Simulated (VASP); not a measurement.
Set up this calculation in VASP 6.6.1, as the native input.

```
Task                   : single point
Functional             : r2SCAN
Potentials or basis    : VASP PAW PBE potentials, release 64 (B, As)
Cutoff                 : 520 eV
k mesh                 : 12 × 12 × 12
Occupations            : gaussian, width 0.05 eV
Spin                   : no spin polarisation
Dipole correction      : no
Further INCAR settings : ALGO = Normal; EDIFF = 1e-06; NBANDS = 11
```

Crystal: BAs.

```
CELL_PARAMETERS angstrom
0.00000 2.08655 3.12982
2.08655 0.00000 3.12982
2.08655 2.08655 0.00000
ATOMIC_POSITIONS crystal
B 0.00000 0.00000 0.00000
As 0.75000 0.75000 0.75000
```

This cell differs from its parent crystal: ratio of the length along z to the lengths across it x 1.5, volume and fractional coordinates fixed.

One way to write it, as run:

POSCAR

```
BAs
1.0
    0.0000000000      2.0865469400      3.1298204100
    2.0865469400      0.0000000000      3.1298204100
    2.0865469400      2.0865469400      0.0000000000
B As
1 1
Direct
    0.0000000000      0.0000000000      0.0000000000
    0.7500000000      0.7500000000      0.7500000000
```

INCAR.step1

```
SYSTEM = BAs
PREC = Accurate
ENCUT = 520
ISMEAR = 0
SIGMA = 0.05
LREAL = .False.
LASPH = .True.
NELM = 100
NBANDS = 11
GGA = PE
ALGO = Normal
EDIFF = 1E-4
LWAVE = .True.
LCHARG = .False.
```

INCAR.step2

```
SYSTEM = BAs
PREC = Accurate
ENCUT = 520
EDIFF = 1E-6
ISMEAR = 0
SIGMA = 0.05
LREAL = .False.
LASPH = .True.
NELM = 100
ALGO = Normal
ISIF = 2
LWAVE = .False.
LCHARG = .False.
METAGGA = R2SCAN
LMIXTAU = .True.
NBANDS = 11
ISTART = 1
```

KPOINTS

```
Automatic mesh
0
Gamma
  12 12 12
  0 0 0
```

Potentials or basis: VASP PAW PBE potentials, release 64 (B, As).

The run is started by

```sh
$ cat potpaw_PBE.64/B/POTCAR potpaw_PBE.64/As/POTCAR > POTCAR
$ cp INCAR.step1 INCAR
$ mpirun -np 1 vasp_std > vasp.out
$ cp INCAR.step2 INCAR
$ mpirun -np 1 vasp_std > vasp.out
```

It gave:

The pressure is 2.6 GPa and the band gap on the k mesh is zero (band 4 reaches 8.21 eV, above the bottom of band 5 at 5.76 eV).

Caveat: the PAW data sets were made with another functional, which shifts forces and pressure a little.

It took 2 min on 1 thread of Intel(R) Xeon(R) Platinum 8488C (Sapphire Rapids), with other jobs on the host, peak memory 0.19 GiB.
